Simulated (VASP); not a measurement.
Input of a VASP 6.6.1 run:

File POSCAR:

```
Cu
1.0
   -1.4644409404      1.4644409404      1.3783146451
    1.4644409404     -1.4644409404      1.3783146451
    1.4644409404      1.4644409404     -1.3783146451
Cu
1
Direct
    0.0000000000      0.0000000000      0.0000000000
```

The input INCAR.step1:

```
PREC     = Accurate       # precision mode
ENCUT    = 520            # plane-wave cutoff, eV
ISMEAR   = 0              # smearing method
SIGMA    = 0.1            # smearing width, eV
LREAL    = False          # projectors in reciprocal space
LASPH    = True           # aspherical terms in the spheres
NELM     = 80             # most SCF steps
NBANDS   = 12             # bands
GGA      = PE             # functional
ALGO     = Normal         # electronic algorithm
EDIFF    = 1E-4           # SCF threshold, eV
LWAVE    = True           # write WAVECAR
LCHARG   = False          # write CHGCAR
```

INCAR.step2

```
PREC     = Accurate       # precision mode
ENCUT    = 520            # plane-wave cutoff, eV
EDIFF    = 1E-6           # SCF threshold, eV
ISMEAR   = 0              # smearing method
SIGMA    = 0.1            # smearing width, eV
LREAL    = False          # projectors in reciprocal space
LASPH    = True           # aspherical terms in the spheres
NELM     = 80             # most SCF steps
ALGO     = Normal         # electronic algorithm
ISIF     = 2              # what is computed and relaxed
LWAVE    = False          # write WAVECAR
LCHARG   = False          # write CHGCAR
METAGGA  = R2SCAN         # meta-GGA
LMIXTAU  = True         
NBANDS   = 12             # bands
ISTART   = 1
```

File KPOINTS:

```
regular mesh
0
Gamma
  20 20 20
```

Potentials or basis: VASP PAW PBE potentials, release 64 (Cu).

Run with:

```sh
$ cat potpaw_PBE.64/Cu/POTCAR > POTCAR
$ cp INCAR.step1 INCAR
$ mpirun -np 1 vasp_std > vasp.out
$ cp INCAR.step2 INCAR
$ mpirun -np 1 vasp_std > vasp.out
```

(1) Estimate the pressure.

## Answers

(1) -3.7 GPa.

Caveat: the PAW data sets were made with another functional, which shifts forces and pressure a little.
